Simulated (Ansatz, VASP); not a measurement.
One calculation of MgSI, two programs

INCAR

```
  ALGO = Normal
  EDIFF = 1E-7
  EDIFFG = -0.01
  ENCUT = 600
  GGA = PE
  IBRION = 2
  ISIF = 3
  ISMEAR = 0
  LASPH = T
  LCHARG = F
  LREAL = F
  LWAVE = F
  NELM = 100
  NSW = 100
  PREC = Accurate
  SIGMA = 0.1
```

Contents of KPOINTS:

```
k-points
0
Gamma
  14 14 6
```

POSCAR

```
MgSI
1.0
    3.4462659329      0.0000000000      0.0000000000
    0.0000000000      3.4462659329      0.0000000000
    0.0000000000      0.0000000000      9.5224667937
Mg S I
1 1 1
Direct
    0.0000000000      0.0000000000      0.0000000000
    0.5000000000      0.5000000000      0.0000000000
    0.5000000000      0.5000000000      0.5000000000
```

Input for Ansatz:

```yaml
crystal:
  lattice:
    - [3.4462659329, 0.0, 0.0]
    - [0.0, 3.4462659329, 0.0]
    - [0.0, 0.0, 9.5224667937]
  atoms:
    - { symbol: Mg, position: [0.0, 0.0, 0.0] }
    - { symbol: S, position: [0.5, 0.5, 0.0] }
    - { symbol: I, position: [0.5, 0.5, 0.5] }
basis:
  ecutwfc: 420
kpoints:
  mp_grid: { grid: [14, 14, 6] }
hamiltonian:
  xc: pbe
scf:
  occupations: { method: gaussian, width: 0.1 }
output:
  forces: true
  stress: true
  eigenvalues: true
  write_density: true
  write_potential: true
  elf: true
  volumetric_format: npy
relax:
  adjacent_minimum: "off"
  f_tol: 0.01
  max_steps: 80
  cell: { stress_tol: 0.05 }
```

Change from the starting cell: species swapped into the YCoC type (P4/mmm, No. 123).

Alike in both runs: task relaxation of cell and atoms; functional PBE; k mesh 14 × 14 × 6; occupations gaussian, width 0.1 eV; no spin polarisation.

```csv
,VASP,Ansatz
version,VASP 6.6.1,Ansatz 0.2.0
potentials or method,"VASP PAW PBE potentials, release 64 (Mg, S, I), cutoff 600 eV","scalar-relativistic, plane waves, PAW"
valence electrons in the cell,15,33
```

|  | VASP | Ansatz | Ansatz less VASP |
| --- | --- | --- | --- |
| gap on the k mesh at the Fermi level, each at its own relaxed structure (eV) | none | none | - |
| relaxed volume (Å³/atom) | 39.86 | 39.89 | +0.027 |
| relaxed cell length with the largest relative difference (Å) | 10.064 | 10.047 | -0.0171 |

A gap of «none» marks a metal or a gap that the smearing closes. VASP's potentials hold 15 valence electrons a cell and Ansatz's 33, so a difference there can come from the potentials and not from the codes.

Neither program's run includes spin-orbit coupling.
